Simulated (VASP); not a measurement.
Re, 2 atoms in the cell. The structure is hexagonal, space group P6_3/mmc (No. 194). Conventional cell: a = 2.736 Å, b = 2.736 Å, c = 4.411 Å, α = 90.00°, β = 90.00°, γ = 120.00°. Within 3.6 Å of Re (site symmetry -6m2) lie 12 Re at 2.71 to 2.74 Å. 

```yaml
Program: VASP 6.6.1
Task: single point
Functional: LDA
Potentials_or_basis: VASP PAW LDA potentials, release 64 (Re)
Cutoff: 600 eV
k_mesh: 20 × 20 × 12
Occupations: fermi-dirac, width 0.08 eV
Spin: no spin polarisation
Dipole_correction: no
Further_INCAR_settings: ALGO = Normal; EDIFF = 1e-06; NBANDS = 14
```

Potentials or basis: VASP PAW LDA potentials, release 64 (Re).

Launch:

```console
$ cat potpaw_LDA.64/Re/POTCAR > POTCAR
$ mpirun -np 1 vasp_std > vasp.out
```

Hardware: 1 thread of Intel(R) Xeon(R) 6975P-C (Granite Rapids), with other jobs on the host.

**Question.** Estimate the wall time of this run.

**Answer.** It took 46 s on 1 thread of Intel(R) Xeon(R) 6975P-C (Granite Rapids) (shared host), peak memory 0.24 GiB. Counts: scf iterations 11, k points 308.
